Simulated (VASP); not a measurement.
# Ga3Sb (I4/mmm) in VASP: single point with PBEsol

Aim: the single point of Ga3Sb with PBEsol.

Everything below comes from runs of VASP 6.6.1. Logs are shortened: lines on timing, memory, paths and dates and some standing lists are left out, and cuts for length are marked.

## Step 1: The cell of the first run

It takes space group I4/mmm (No. 139, tetragonal). The conventional cell has a = 4.259 Å, b = 4.259 Å, c = 9.091 Å, α = 90.00°, β = 90.00°, γ = 90.00°. Within 4.0 Å of Ga (site symmetry -4m2) lie 8 Ga at 3.01 to 3.11 Å and 4 Sb at 3.11 Å. Ga (site symmetry 4/mmm) has 4 Sb at 3.01 Å and 8 Ga at 3.11 Å within 4.0 Å. Within 4.0 Å of Sb (site symmetry 4/mmm) lie 12 Ga at 3.01 to 3.11 Å.

## Step 2: Single point, PBEsol

INCAR reads:

```
PREC = Accurate
ENCUT = 500
EDIFF = 1E-6
ISMEAR = 0
SIGMA = 0.15
LREAL = F
LASPH = T
NELM = 120
ALGO = Normal
ISIF = 2
LWAVE = F
LCHARG = F
GGA = PS
NBANDS = 30
GGA_COMPAT = F
```

KPOINTS reads:

```
regular mesh
0
Gamma
  12 12 12
```

POSCAR reads:

```
Ga3Sb
1.0
   -2.1293141421      2.1293141421      4.5452890665
    2.1293141421     -2.1293141421      4.5452890665
    2.1293141421      2.1293141421     -4.5452890665
Ga Sb
3 1
Direct
    0.7500000000      0.2500000000      0.5000000000
    0.2500000000      0.7500000000      0.5000000000
    0.5000000000      0.5000000000      0.0000000000
    0.0000000000      0.0000000000      0.0000000000
```

Potentials or basis: VASP PAW PBE potentials, release 64 (Ga_d, Sb).

Command:

```
$ cat potpaw_PBE.64/Ga_d/POTCAR potpaw_PBE.64/Sb/POTCAR > POTCAR
$ mpirun -np 1 vasp_std > vasp.out
```

OUTCAR:

```text
PREC = Accurate
   ENCUT = 500
   EDIFF = 1E-6
   ISMEAR = 0
   LREAL = F
   LASPH = T
   NELM = 120
   ISIF = 2
   GGA = PS

 ion  position               nearest neighbor table
   1  0.750  0.250  0.500-   4 3.11   4 3.11   4 3.11   4 3.11
   2  0.250  0.750  0.500-   4 3.11   4 3.11   4 3.11   4 3.11
   3  0.500  0.500  0.000-   4 3.01   4 3.01   4 3.01   4 3.01
   4  0.000  0.000  0.000-   3 3.01   3 3.01   3 3.01   3 3.01   2 3.11   1 3.11   2 3.11   2 3.11
                             1 3.11   1 3.11   2 3.11   1 3.11

  LATTYP: Found a body centered tetragonal cell.
 ALAT       =     4.2586282842
 C/A-ratio  =     2.1346258763

  Lattice vectors:

 A1 = (  -2.1293141421,   2.1293141421,   4.5452890665)
 A2 = (   2.1293141421,  -2.1293141421,   4.5452890665)
 A3 = (   2.1293141421,   2.1293141421,  -4.5452890665)

Analysis of symmetry for initial positions (statically):
=====================================================================
 Subroutine PRICEL returns:
 Original cell was already a primitive cell.

 Routine SETGRP: Setting up the symmetry group for a
 body centered tetragonal supercell.

 Subroutine GETGRP returns: Found 16 space group operations
 (whereof 16 operations were pure point group operations)
 out of a pool of 16 trial point group operations.

The static configuration has the point symmetry D_4h.

Analysis of symmetry for dynamics (positions and initial velocities):
=====================================================================
 Subroutine PRICEL returns:
 Original cell was already a primitive cell.

 Routine SETGRP: Setting up the symmetry group for a
 body centered tetragonal supercell.

 Subroutine GETGRP returns: Found 16 space group operations
 (whereof 16 operations were pure point group operations)
 out of a pool of 16 trial point group operations.

The dynamic configuration has the point symmetry D_4h.

 Subroutine INISYM returns: Found 16 space group operations
 (whereof 16 operations are pure point group operations),
 and found     1 'primitive' translations

----------------------------------------------------------------------------------------

                                     Primitive cell

  volume of cell :      82.4330

  direct lattice vectors                    reciprocal lattice vectors
    -2.129314142  2.129314142  4.545289066     0.000000000  0.234817395  0.110004005
     2.129314142 -2.129314142  4.545289066     0.234817395  0.000000000  0.110004005
     2.129314142  2.129314142 -4.545289066     0.234817395  0.234817395  0.000000000

  length of vectors
     5.452303195  5.452303195  5.452303195     0.259306942  0.259306942  0.332081945

  position of ions in fractional coordinates (direct lattice)
     0.750000000  0.250000000  0.500000000
     0.250000000  0.750000000  0.500000000
     0.500000000  0.500000000  0.000000000
     0.000000000  0.000000000  0.000000000

  ion indices of the primitive-cell ions
   primitive index   ion index
                 1           1
                 2           2
                 3           3
                 4           4

----------------------------------------------------------------------------------------

 KPOINTS: regular mesh

Automatic generation of k-mesh.
 Grid dimensions read from file:
 generate k-points for:   12   12   12

 Generating k-lattice:

  Cartesian coordinates                     Fractional coordinates (reciprocal lattice)
     0.000000000  0.019568116  0.009167000     0.083333333 -0.000000000  0.000000000
     0.019568116  0.000000000  0.009167000    -0.000000000  0.083333333  0.000000000
     0.019568116  0.019568116  0.000000000     0.000000000  0.000000000  0.083333333

  Length of vectors
     0.021608912  0.021608912  0.027673495

  Shift w.r.t. Gamma in fractional coordinates (k-lattice)
     0.000000000  0.000000000  0.000000000

 Subroutine IBZKPT returns following result:
 ===========================================

 Found    163 irreducible k-points:

 Following reciprocal coordinates:
            Coordinates               Weight
  0.000000  0.000000  0.000000      1.000000
  0.083333  0.000000  0.000000      8.000000
  0.166667 -0.000000  0.000000      8.000000
  0.250000  0.000000  0.000000      8.000000
  0.333333  0.000000 -0.000000      8.000000
  0.416667 -0.000000  0.000000      8.000000
[... 16 lines left out ...]
  0.500000  0.166667  0.000000     16.000000
 -0.416667  0.166667  0.000000     16.000000
 [... further k-points ...]
   k-points           NKPTS =    163   k-points in BZ     NKDIM =    163   number of bands    NBANDS=     30
   number of dos      NEDOS =    301   number of ions     NIONS =      4
   total plane-waves  NPLWV =  64000
   dimension x,y,z NGX =    40 NGY =   40 NGZ =   40
   dimension x,y,z NGXF=    80 NGYF=   80 NGZF=   80
   ions per type =               3   1
   NGX,Y,Z   is equivalent  to a cutoff of  12.20, 12.20, 12.20 a.u.
   NGXF,Y,Z  is equivalent  to a cutoff of  24.39, 24.39, 24.39 a.u.
 SYSTEM =  unknown system
   PREC   = accura    normal or accurate (medium, high low for compatibility)
   ISTART =      0    job   : 0-new  1-cont  2-samecut
   ICHARG =      2    charge: 1-file 2-atom 10-const
   ISPIN  =      1    spin polarized calculation?
   LNONCOLLINEAR =      F non collinear calculations
   LSORBIT =      F    spin-orbit coupling
   LASPH  =      T    aspherical Exc in radial PAW
   ENCUT  =  500.0 eV  36.75 Ry    6.06 a.u.   9.94  9.94  9.94*2*pi/ulx,y,z
   NELM   =    120;   NELMIN=  2; NELMDL= -5     # of ELM steps
   EDIFF  = 0.1E-05   stopping-criterion for ELM
   LREAL  =      F    real-space projection
   EDIFFG = 0.1E-04   stopping-criterion for IOM
   NSW    =      0    number of steps for IOM
   IBRION =     -1    ionic relax: 0-MD 1-quasi-New 2-CG
   NFREE  =      0    steps in history (QN), initial steepest desc. (CG)
   ISIF   =      2    stress and relaxation
   ISYM   =      2    0-nonsym 1-usesym 2-fastsym
   POTIM  = 0.5000    time-step for ionic-motion
   TEBEG  =    0.0;   TEEND  =   0.0 temperature during run
   PSTRESS=    0.0 pullay stress
   NELECT =      44.0000    total number of electrons
   NUPDOWN=      -1.0000    fix difference up-down
   EMIN   =  10.00;   EMAX   =-10.00  energy-range for DOS
   EFERMI =   0.00;   METHOD = LEGACY
   ISMEAR =     0;   SIGMA  =   0.15  broadening in eV -4-tet -1-fermi 0-gaus
   EFERMI_NEDOS =   21; number of points for ismear=-14 and -15
   IALGO  =     38    algorithm
   IMIX   =      4    mixing-type and parameters
     AMIX     =   0.40;   BMIX     =  1.00
     AMIX_MAG =   1.60;   BMIX_MAG =  1.00
  volume/ion in A,a.u.               =      20.61       139.07
  Fermi-wavevector in a.u.,A,eV,Ry     =   1.327982  2.509521 23.994353  1.763535
  Thomas-Fermi vector in A             =   2.457253
   LORBIT       =      0    0 simple, 1 ext, 2 COOP (PROOUT), +10 PAW based schemes
   GGA     = PS    functional components
   LHFCALC =     F    Hartree Fock is set to
   AEXX    =    0.0000 exact exchange contribution
   IVDW    =     0    specifies the selected vdW correction
   LEPSILON=     F    determine dielectric tensor
   LRPA    =     F    only Hartree local field effects (RPA)
 non-spin polarized calculation
 Gauss-broadening in eV      SIGMA  =   0.15
  energy-cutoff  :      500.00
  volume of cell :       82.43
 maximum number of plane-waves:      2110
   NGX = 19   NGY = 19   NGZ = 19

 number of electron      44.0000022 magnetization

 Free energy of the ion-electron system (eV)
  ---------------------------------------------------
  ext. energy  EPLUGINS =         0.00000000
  ---------------------------------------------------
  free energy    TOTEN  =       -14.31247812 eV

  energy without entropy =      -14.29356776  energy(sigma->0) =      -14.30302294

 E-fermi :   6.4935     XC(G=0): -10.9399

 val. band max:        6.4933443555   @ k =  -0.2500  -0.2500   0.0833
 cond. band min:       6.5063538377   @ k =  -0.1667  -0.2500   0.0833
 fundamental gap:      0.0130094822
 Fermi energy:         6.4934773924

 k-point     1 :       0.0000    0.0000    0.0000
  band No.  band energies     occupation
      1      -8.4003      2.00000
      2      -8.3537      2.00000
      3      -8.3347      2.00000
      4      -8.2891      2.00000
      5      -8.2891      2.00000
      6      -8.2822      2.00000
[... 22 lines left out ...]
     29      14.1707      0.00000
     30      14.4277      0.00000

 k-point     2 :       0.0833    0.0000    0.0000
  band No.  band energies     occupation
      1      -8.3956      2.00000
      2      -8.3523      2.00000
      3      -8.3307      2.00000
      4      -8.2981      2.00000
      5      -8.2972      2.00000
      6      -8.2744      2.00000
[... 22 lines left out ...]
     29      14.7235      0.00000
     30      14.9320      0.00000

 k-point     3 :       0.1667   -0.0000    0.0000
  band No.  band energies     occupation
      1      -8.3817      2.00000
      2      -8.3488      2.00000
      3      -8.3197      2.00000
      4      -8.3094      2.00000
      5      -8.3020      2.00000
      6      -8.2660      2.00000
[... 22 lines left out ...]
     29      14.9641      0.00000
     30      15.2169      0.00000

 k-point     4 :       0.2500    0.0000    0.0000
  band No.  band energies     occupation
      1      -8.3597      2.00000
      2      -8.3446      2.00000
      3      -8.3194      2.00000
      4      -8.3038      2.00000
      5      -8.2978      2.00000
      6      -8.2598      2.00000
[... 22 lines left out ...]
     29      13.6162      0.00000
     30      13.8639      0.00000

 k-point     5 :       0.3333    0.0000   -0.0000
  band No.  band energies     occupation
      1      -8.3389      2.00000
      2      -8.3315      2.00000
      3      -8.3268      2.00000
      4      -8.2867      2.00000
      5      -8.2855      2.00000
      6      -8.2562      2.00000
[... 22 lines left out ...]
     29      12.4717      0.00000
     30      12.5173      0.00000
[... 526 lines left out ...]
     29      11.6348      0.00000
     30      14.0276      0.00000

 k-point    22 :       0.4167    0.1667    0.0000
  band No.  band energies     occupation
      1      -8.3490      2.00000
      2      -8.3244      2.00000
      3      -8.3138      2.00000
      4      -8.2836      2.00000
      5      -8.2775      2.00000
      6      -8.2698      2.00000
[... 22 lines left out ...]
     29      12.1238      0.00000
     30      12.9522      0.00000

 k-point    23 :       0.5000    0.1667    0.0000
  band No.  band energies     occupation
      1      -8.3452      2.00000
      2      -8.3241      2.00000
      3      -8.3010      2.00000
      4      -8.2868      2.00000
      5      -8.2713      2.00000
      6      -8.2655      2.00000
[... 22 lines left out ...]
     29      12.4901      0.00000
     30      13.3674      0.00000

 k-point    24 :      -0.4167    0.1667    0.0000
  band No.  band energies     occupation
      1      -8.3494      2.00000
      2      -8.3208      2.00000
      3      -8.3032      2.00000
      4      -8.2930      2.00000
      5      -8.2718      2.00000
      6      -8.2625      2.00000
[... 22 lines left out ...]
     29      12.7019      0.00000
     30      13.2766      0.00000

 [... further k-points ...]
[... 5 lines left out ...]
  --------------------------------------------------------------------------------------
  -------------------------------------------------------------------------------------
  Total        0.2591372      0.2591372     -0.0994464      0.0000000     -0.0000000      0.0000000
  in kB        5.0366224      5.0366224     -1.9328520      0.0000000     -0.0000000      0.0000000
  external PRESSURE =       2.7134643 kB  Pullay stress =       0.0000000 kB

 VOLUME and BASIS-vectors are now :
 -----------------------------------------------------------------------------
  energy-cutoff  :      500.00
  volume of cell :       82.43
      direct lattice vectors                 reciprocal lattice vectors
    -2.129314142  2.129314142  4.545289066     0.000000000  0.234817395  0.110004005
     2.129314142 -2.129314142  4.545289066     0.234817395  0.000000000  0.110004005
     2.129314142  2.129314142 -4.545289066     0.234817395  0.234817395  0.000000000

 POSITION                                       TOTAL-FORCE (eV/Angst)
 -----------------------------------------------------------------------------------
      0.00000      2.12931      2.27264        -0.000000      0.000000      0.000000
      2.12931      0.00000      2.27264         0.000000     -0.000000     -0.000000
      0.00000      0.00000      4.54529         0.000000     -0.000000      0.000000
      0.00000      0.00000      0.00000         0.000000     -0.000000      0.000000
 -----------------------------------------------------------------------------------
    total drift:                               -0.000000     -0.000000      0.000000

  FREE ENERGIE OF THE ION-ELECTRON SYSTEM (eV)
  ---------------------------------------------------
  free  energy   TOTEN  =       -14.3124781226 eV

  energy  without entropy=      -14.2935677596  energy(sigma->0) =      -14.30302294
```

It took 16 min on 1 thread of Intel Xeon 8259CL, shared host; peak memory 0.47 GiB.

What came out:

```
Free energy            : -14.3125 eV
Pressure               : 0.3 GPa
Band gap on the k mesh : zero (bands 22 and 23 overlap by 4.96 eV)
```

Caveat: the PAW data sets were made with another functional, which shifts forces and pressure a little; spin-orbit coupling is left out, which moves the levels of the heavy elements.
